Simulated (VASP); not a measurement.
## SiO2 (kl): single point with LDA

The system is SiO2 (kl).

```
CELL_PARAMETERS angstrom
4.18650 0.00000 0.00000
0.00000 4.18650 0.00000
0.00000 0.00000 2.66840
ATOMIC_POSITIONS crystal
Si 0.00000 0.00000 0.00000
Si 0.50000 0.50000 0.50000
O 0.30590 0.30590 0.00000
O 0.19410 0.80590 0.50000
O 0.69410 0.69410 0.00000
O 0.80590 0.19410 0.50000
```

```json
{
 "Program": "VASP 6.6.1",
 "Task": "single point",
 "Functional": "LDA",
 "Potentials or basis": "VASP PAW LDA potentials, release 64 (Si, O)",
 "Cutoff": "520 eV",
 "k mesh": "4 × 4 × 6",
 "Occupations": "gaussian, width 0.1 eV",
 "Spin": "no spin polarisation",
 "Dipole correction": "no",
 "Further INCAR settings": "ALGO = Normal; EDIFF = 1e-06; NBANDS = 25"
}
```

| Item | Value |
| --- | --- |
| Pressure | -4.4 GPa |
| Largest force | 0.048 eV/Å |
| Band gap on the k mesh | 5.53 eV, direct |

Forces on the atoms (eV/Å):
```
Si   0.000  0.000  0.000
Si   0.000  0.000  0.000
O    0.034  0.034  0.000
O   -0.034  0.034  0.000
O   -0.034 -0.034  0.000
O    0.034 -0.034  0.000
```

Stress tensor (GPa, compression positive):
```
-4.98  0.00  0.00
 0.00 -4.98  0.00
 0.00  0.00 -3.11
```

Levels at points of the mesh, in eV from the valence-band top:
| k point | band 14 | band 15 | band 16 | band 17 | band 18 | band 19 |
| --- | --- | --- | --- | --- | --- | --- |
| (0.00, 0.00, 0.00) | -0.90 | -0.90 | 0.00 | 5.53 | 6.44 | 8.29 |
| (0.50, 0.00, 0.00) | -2.71 | -1.08 | -1.08 | 7.56 | 7.56 | 8.85 |
| (0.50, 0.50, 0.00) | -2.71 | -2.31 | -2.31 | 7.23 | 7.23 | 9.82 |
| (0.00, 0.00, 0.50) | -3.14 | -2.71 | -2.71 | 8.82 | 8.82 | 12.34 |
| (0.50, 0.00, 0.50) | -2.32 | -1.79 | -1.79 | 8.53 | 8.53 | 9.63 |
| (0.50, 0.50, 0.50) | -1.79 | -1.57 | -1.57 | 6.96 | 6.96 | 10.71 |

It took 9.3 s on 1 thread of Intel(R) Xeon(R) Platinum 8488C (Sapphire Rapids), with other jobs on the host, peak memory 0.13 GiB.
